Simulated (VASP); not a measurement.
# MgO (Fm-3m) in VASP: further runs

Runs on MgO. Level: LDA. Tasks: single point, relaxation of cell and atoms.

All numbers are computed with VASP 6.6.1; they aren't measurements. Logs are shortened: lines on timing, memory, paths and dates and some standing lists are left out, and cuts for length are marked.

**Experimental background.**

From “Electronic structure of alkaline earth and post-transition metal oxides”, 2009, arxiv:0908.1581, for a bulk crystal of MgO: band gap 7.83 eV.

The results are compared with them further down.

## Step 1: The cell of the first run

The structure is cubic, space group Fm-3m (No. 225). The conventional cell has a = 4.159 Å, b = 4.159 Å, c = 4.159 Å, α = 90.00°, β = 90.00°, γ = 90.00°. Mg (site symmetry m-3m) has 6 O at 2.08 Å within 2.8 Å. Within 2.8 Å of O (site symmetry m-3m) lie 6 Mg at 2.08 Å.

## Step 2: Single point, LDA

INCAR

```
PREC = Accurate ; ENCUT = 750
EDIFF = 1E-6 ; ISMEAR = 0
SIGMA = 0.1 ; LREAL = F
LASPH = T ; NELM = 120
ALGO = Normal ; ISIF = 2
LWAVE = F ; LCHARG = F
NBANDS = 15 ; GGA_COMPAT = F
```

KPOINTS

```
Automatic mesh
0
Gamma
  8 8 8
```

POSCAR

```
MgO
1.0
    0.0000000000      2.0796349157      2.0796349157
    2.0796349157      0.0000000000      2.0796349157
    2.0796349157      2.0796349157      0.0000000000
Mg O
1 1
Direct
    0.0000000000      0.0000000000      0.0000000000
    0.5000000000      0.5000000000      0.5000000000
```

Potentials or basis: VASP PAW LDA potentials, release 64 (Mg_sv, O).

On the command line:

```sh
cat potpaw_LDA.64/Mg_sv/POTCAR potpaw_LDA.64/O/POTCAR > POTCAR
mpirun -np 1 vasp_std > vasp.out
```

OUTCAR:

```text
PREC = Accurate
   ENCUT = 750
   EDIFF = 1E-6
   ISMEAR = 0
   LREAL = F
   LASPH = T
   NELM = 120
   ISIF = 2

 ion  position               nearest neighbor table
   1  0.000  0.000  0.000-   2 2.08   2 2.08   2 2.08   2 2.08   2 2.08   2 2.08
   2  0.500  0.500  0.500-   1 2.08   1 2.08   1 2.08   1 2.08   1 2.08   1 2.08

  LATTYP: Found a face centered cubic cell.
 ALAT       =     4.1592698314

  Lattice vectors:

 A1 = (   0.0000000000,   2.0796349157,   2.0796349157)
 A2 = (   2.0796349157,   0.0000000000,   2.0796349157)
 A3 = (   2.0796349157,   2.0796349157,   0.0000000000)

Analysis of symmetry for initial positions (statically):
=====================================================================
 Subroutine PRICEL returns:
 Original cell was already a primitive cell.

 Routine SETGRP: Setting up the symmetry group for a
 face centered cubic supercell.

 Subroutine GETGRP returns: Found 48 space group operations
 (whereof 48 operations were pure point group operations)
 out of a pool of 48 trial point group operations.

The static configuration has the point symmetry O_h .

Analysis of symmetry for dynamics (positions and initial velocities):
=====================================================================
 Subroutine PRICEL returns:
 Original cell was already a primitive cell.

 Routine SETGRP: Setting up the symmetry group for a
 face centered cubic supercell.

 Subroutine GETGRP returns: Found 48 space group operations
 (whereof 48 operations were pure point group operations)
 out of a pool of 48 trial point group operations.

The dynamic configuration has the point symmetry O_h .

 Subroutine INISYM returns: Found 48 space group operations
 (whereof 48 operations are pure point group operations),
 and found     1 'primitive' translations

----------------------------------------------------------------------------------------

                                     Primitive cell

  volume of cell :      17.9883

  direct lattice vectors                    reciprocal lattice vectors
     0.000000000  2.079634916  2.079634916    -0.240426815  0.240426815  0.240426815
     2.079634916  0.000000000  2.079634916     0.240426815 -0.240426815  0.240426815
     2.079634916  2.079634916  0.000000000     0.240426815  0.240426815 -0.240426815

  length of vectors
     2.941047903  2.941047903  2.941047903     0.416431460  0.416431460  0.416431460

  position of ions in fractional coordinates (direct lattice)
[... 90 lines left out ...]
   NELECT =      16.0000    total number of electrons
   NUPDOWN=      -1.0000    fix difference up-down
   EMIN   =  10.00;   EMAX   =-10.00  energy-range for DOS
   EFERMI =   0.00;   METHOD = LEGACY
   ISMEAR =     0;   SIGMA  =   0.10  broadening in eV -4-tet -1-fermi 0-gaus
   EFERMI_NEDOS =   21; number of points for ismear=-14 and -15
   IALGO  =     38    algorithm
   IMIX   =      4    mixing-type and parameters
     AMIX     =   0.40;   BMIX     =  1.00
     AMIX_MAG =   1.60;   BMIX_MAG =  1.00
  volume/ion in A,a.u.               =       8.99        60.70
  Fermi-wavevector in a.u.,A,eV,Ry     =   1.574410  2.975203 33.725653  2.478766
  Thomas-Fermi vector in A             =   2.675548
   LORBIT       =      0    0 simple, 1 ext, 2 COOP (PROOUT), +10 PAW based schemes
   GGA     = CA    functional components
   LHFCALC =     F    Hartree Fock is set to
   AEXX    =    0.0000 exact exchange contribution
   IVDW    =     0    specifies the selected vdW correction
   LEPSILON=     F    determine dielectric tensor
   LRPA    =     F    only Hartree local field effects (RPA)
 non-spin polarized calculation
 Gauss-broadening in eV      SIGMA  =   0.10
  energy-cutoff  :      750.00
  volume of cell :       17.99
 maximum number of plane-waves:       869
 NGX is ok and might be reduce to    28
   NGX = 13   NGY = 13   NGZ = 13

 number of electron      15.9999996 magnetization

 Free energy of the ion-electron system (eV)
  ---------------------------------------------------
  ext. energy  EPLUGINS =         0.00000000
  ---------------------------------------------------
  free energy    TOTEN  =       -13.23523320 eV

  energy without entropy =      -13.23523320  energy(sigma->0) =      -13.23523320

 E-fermi :   3.2957     XC(G=0): -12.1303

 val. band max:        2.8606461223   @ k =   0.0000   0.0000   0.0000
 cond. band min:       7.9080890778   @ k =   0.0000   0.0000   0.0000
 fundamental gap:      5.0474429555
 Fermi energy:         3.2957308288

 k-point     1 :       0.0000    0.0000    0.0000
  band No.  band energies     occupation
      1     -68.3538      2.00000
      2     -35.8135      2.00000
      3     -35.8135      2.00000
      4     -35.8135      2.00000
      5     -14.3247      2.00000
      6       2.8606      2.00000
      7       2.8606      2.00000
      8       2.8606      2.00000
      9       7.9081      0.00000
     10      18.5954      0.00000
     11      18.5954      0.00000
     12      18.5954      0.00000
     13      22.7240      0.00000
     14      24.4037      0.00000
[... 401 lines left out ...]
      2     -35.9020      2.00000
      3     -35.8496      2.00000
      4     -35.8325      2.00000
      5     -12.6876      2.00000
      6      -1.3507      2.00000
      7       0.8115      2.00000
      8       1.8026      2.00000
      9      12.6314      0.00000
     10      15.2213      0.00000
     11      16.4960      0.00000
     12      19.9188      0.00000
     13      23.5600      0.00000
     14      25.1092      0.00000
     15      29.2767      0.00000

 [... further k-points ...]

------------------------ aborting loop because EDIFF is reached ----------------------------------------

  FORCE on cell =-STRESS in cart. coord.  units (eV):
  Direction    XX          YY          ZZ          XY          YZ          ZX
  --------------------------------------------------------------------------------------
  -------------------------------------------------------------------------------------
  Total        0.0049984      0.0049984      0.0049984     -0.0000000      0.0000000     -0.0000000
  in kB        0.4451924      0.4451924      0.4451924     -0.0000000      0.0000000     -0.0000000
  external PRESSURE =       0.4451924 kB  Pullay stress =       0.0000000 kB

 VOLUME and BASIS-vectors are now :
 -----------------------------------------------------------------------------
  energy-cutoff  :      750.00
  volume of cell :       17.99
      direct lattice vectors                 reciprocal lattice vectors
     0.000000000  2.079634916  2.079634916    -0.240426815  0.240426815  0.240426815
     2.079634916  0.000000000  2.079634916     0.240426815 -0.240426815  0.240426815
     2.079634916  2.079634916  0.000000000     0.240426815  0.240426815 -0.240426815

 POSITION                                       TOTAL-FORCE (eV/Angst)
 -----------------------------------------------------------------------------------
      0.00000      0.00000      0.00000        -0.000000      0.000000      0.000000
      2.07963      2.07963      2.07963         0.000000     -0.000000     -0.000000
 -----------------------------------------------------------------------------------
    total drift:                                0.000000      0.000000      0.000000

  FREE ENERGIE OF THE ION-ELECTRON SYSTEM (eV)
  ---------------------------------------------------
  free  energy   TOTEN  =       -13.2352332001 eV

  energy  without entropy=      -13.2352332001  energy(sigma->0) =      -13.23523320
```

OSZICAR:

```text
N       E                     dE             d eps       ncg     rms          rms(c)
DAV:   1     0.146964612210E+03    0.14696E+03   -0.12700E+04   878   0.162E+03
DAV:   2    -0.100415161604E+02   -0.15701E+03   -0.14965E+03  1024   0.417E+02
DAV:   3    -0.147947850469E+02   -0.47533E+01   -0.47363E+01  1139   0.718E+01
DAV:   4    -0.148608306655E+02   -0.66046E-01   -0.66041E-01  1010   0.825E+00
DAV:   5    -0.148618128390E+02   -0.98217E-03   -0.98216E-03  1066   0.861E-01    0.846E+00
DAV:   6    -0.132994864291E+02    0.15623E+01   -0.24157E+00   933   0.150E+01    0.274E+00
DAV:   7    -0.132636347043E+02    0.35852E-01   -0.12858E-01  1038   0.321E+00    0.165E+00
DAV:   8    -0.132362712376E+02    0.27363E-01   -0.42039E-02  1080   0.203E+00    0.329E-01
DAV:   9    -0.132352000726E+02    0.10712E-02   -0.32688E-03   968   0.505E-01    0.758E-02
DAV:  10    -0.132352411406E+02   -0.41068E-04   -0.13031E-04  1115   0.138E-01    0.362E-02
DAV:  11    -0.132352332823E+02    0.78583E-05   -0.12169E-05  1031   0.382E-02    0.418E-03
DAV:  12    -0.132352332001E+02    0.82231E-07   -0.16698E-07   533   0.594E-03
   1 F= -.13235233E+02 E0= -.13235233E+02  d E =-.198685E-11
```

stdout:

```text
POSCAR found type information on POSCAR MgO
 POSCAR found :  2 types and       2 ions
 scaLAPACK will be used
 LDA part: xc-table for (Slater(with rela. corr.)+CA(PZ))
 , standard interpolation
 POSCAR, INCAR and KPOINTS ok, starting setup
 FFT: planning ... GRIDC
 FFT: planning ... GRID_SOFT
 FFT: planning ... GRID
 WAVECAR not read
 entering main loop
```

Wall time 12 s (1 thread of Intel Xeon Platinum 8259CL at 2.50GHz (Skylake/Cascade Lake), shared host); peak memory 0.14 GiB.

Results:

```
Free energy            : -13.2352 eV
Pressure               : 0.0 GPa
Band gap on the k mesh : 5.05 eV
```

(Part 1 of 3 ends here.)
